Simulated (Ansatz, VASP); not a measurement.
## Two plane-wave programs on ScIn3N2

The input INCAR:

```
PREC = Accurate
ENCUT = 520
EDIFF = 1E-6
ISMEAR = 0
SIGMA = 0.2
LREAL = F
LASPH = T
NELM = 100
ALGO = Normal
ISIF = 2
LWAVE = F
LCHARG = T
GGA = PE
LELF = T
LVHAR = T
NBANDS = 72
```

Contents of KPOINTS:

```
regular mesh
0
Gamma
  6 4 2
```

POSCAR

```
ScIn3N2
1.0
    1.6527430421     -2.8626349208      0.0000000000
   -4.9582291263     -2.8626349208      0.0000000000
    0.0000000000      0.0000000000    -11.3168400842
Sc In N
2 6 4
Direct
    0.5000000000      0.5000000000      1.0000000000
    0.0000000000      0.0000000000      0.0000000000
    0.0000000000      0.6666666667      0.7655414524
    0.5000000000      0.1666666667      0.7655414524
    0.5000000000      0.8333333333      0.2344585476
    0.0000000000      0.3333333333      0.2344585476
    0.5000000000      0.5000000000      0.5000000000
    0.0000000000      0.0000000000      0.5000000000
    0.0000000000      0.6666666667      0.1085151999
    0.5000000000      0.1666666667      0.1085151999
    0.5000000000      0.8333333333      0.8914848001
    0.0000000000      0.3333333333      0.8914848001
```

Input for Ansatz:

```yaml
crystal:
  lattice:
    - [1.6527430421, -2.8626349208, 0.0]
    - [-4.9582291263, -2.8626349208, 0.0]
    - [0.0, 0.0, -11.3168400842]
  atoms:
    - { symbol: Sc, position: [0.5, 0.5, 1.0] }
    - { symbol: Sc, position: [0.0, 0.0, 0.0] }
    - { symbol: In, position: [0.0, 0.6666666667, 0.7655414524] }
    - { symbol: In, position: [0.5, 0.1666666667, 0.7655414524] }
    - { symbol: In, position: [0.5, 0.8333333333, 0.2344585476] }
    - { symbol: In, position: [0.0, 0.3333333333, 0.2344585476] }
    - { symbol: In, position: [0.5, 0.5, 0.5] }
    - { symbol: In, position: [0.0, 0.0, 0.5] }
    - { symbol: "N", position: [0.0, 0.6666666667, 0.1085151999] }
    - { symbol: "N", position: [0.5, 0.1666666667, 0.1085151999] }
    - { symbol: "N", position: [0.5, 0.8333333333, 0.8914848001] }
    - { symbol: "N", position: [0.0, 0.3333333333, 0.8914848001] }
basis:
  ecutwfc: 420
kpoints:
  mp_grid: { grid: [6, 4, 2] }
hamiltonian:
  xc: pbe
scf:
  occupations: { method: gaussian, width: 0.2 }
  lower_state_search: "off"
output:
  forces: true
  stress: true
  eigenvalues: true
```

Alike in both runs: task single point; functional PBE; k mesh 6 × 4 × 2; occupations gaussian, width 0.2 eV; no spin polarisation.

|  | VASP | Ansatz |
| --- | --- | --- |
| version | VASP 6.6.1 | Ansatz 0.2.0 |
| potentials or method | VASP PAW PBE potentials, release 64 (Sc_sv, In_d, N), cutoff 520 eV | scalar-relativistic, plane waves, PAW |
| valence electrons in the cell | 120 | 120 |

Ansatz gave:

| Property | Result |
| --- | --- |
| gap on the k mesh at the Fermi level (eV) | none |
| pressure (GPa) | 0.0 |
| traceless stress, the component that is largest in VASP (GPa) | -0.12 |
| rms of the force components (eV/Å) | 0.012 |

Task: Estimate VASP's values.

Result: gap on the k mesh at the Fermi level (eV): none; pressure (GPa): 0.2; traceless stress, the component that is largest in VASP (GPa): -0.13; rms of the force components (eV/Å): 0.017.

Atom by atom the forces differ by 0.013 eV/Å (rms over components). A gap of «none» marks a metal or a gap that the smearing closes. The functional is the same, so the differences come from potentials, cutoffs and numerics.
